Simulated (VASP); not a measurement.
Wanted: the native input for a VASP 6.6.1 run.

* Task: single point
* Functional: PBE
* Potentials or basis: VASP PAW PBE potentials, release 64 (Li_sv, H_h, Br, O_h)
* Cutoff: 910 eV
* k mesh: 5 × 4 × 4
* Occupations: fermi-dirac, width 0.02 eV
* Spin: no spin polarisation
* Dipole correction: no
* Further INCAR settings: LREAL = Auto; ALGO = Normal; EDIFF = 1e-06; NBANDS = 40

The structure of LiH4BrO2 lies in POSCAR:

```
LiH4BrO2
1.0
    5.3001000000      0.0000000000      0.0000000000
    2.6459800000      5.8241200000      0.0000000000
    0.8866700000      2.7153300000      5.7339000000
Li H Br O
2 8 2 4
Direct
    0.3064018713      0.3853483894      0.4803294589
    0.6935981287      0.6146516106      0.5196705411
    1.0312238501      0.8617992848      0.2778502226
   -0.0312238501      0.1382007152      0.7221497774
    0.7965058181      0.3466190687      0.2816488497
    0.2034941819      0.6533809313      0.7183511503
    0.5848582313      0.6153231198      0.1314196163
    0.4151417687      0.3846768802      0.8685803837
    0.9265350745      0.7656335212      0.1342911759
    0.0734649255      0.2343664788      0.8657088241
    0.2492718304      0.1235761328      0.2284765723
    0.7507281696      0.8764238672      0.7715234277
    0.9842710272      0.7213065247      0.2938519734
    0.0157289728      0.2786934753      0.7061480266
    0.6168213517      0.4780276124      0.2900084671
    0.3831786483      0.5219723876      0.7099915329
```

One way to write it, as run:

INCAR

```
SYSTEM = LiH4BrO2
ALGO = Normal
EDIFF = 1E-6
ENCUT = 910
GGA = PE
GGA_COMPAT = .False.
ISIF = 2
ISMEAR = -1
LASPH = .True.
LCHARG = .False.
LREAL = Auto
LWAVE = .False.
NBANDS = 40
NELM = 120
PREC = Accurate
SIGMA = 0.02
```

KPOINTS

```
k-points
0
Gamma
  5 4 4
  0 0 0
```

Potentials or basis: VASP PAW PBE potentials, release 64 (Li_sv, H_h, Br, O_h).

Launch:

```sh
$ cat potpaw_PBE.64/Li_sv/POTCAR potpaw_PBE.64/H_h/POTCAR potpaw_PBE.64/Br/POTCAR potpaw_PBE.64/O_h/POTCAR > POTCAR
$ mpirun -np 1 vasp_std > vasp.out
```

Results of the run:

```
Pressure               : 0.7 GPa
Largest force          : 0.014 eV/Å
Band gap on the k mesh : 4.51 eV
```

Caveat: the cutoff is under 1.25 times the usual one of these potentials, so pressure, stress and relaxed cells hold a basis-set (Pulay) error.

It took 8.9 min on 1 thread of AMD EPYC 9R45 96-Core Processor (Zen 5), on a shared host, peak memory 0.74 GiB.
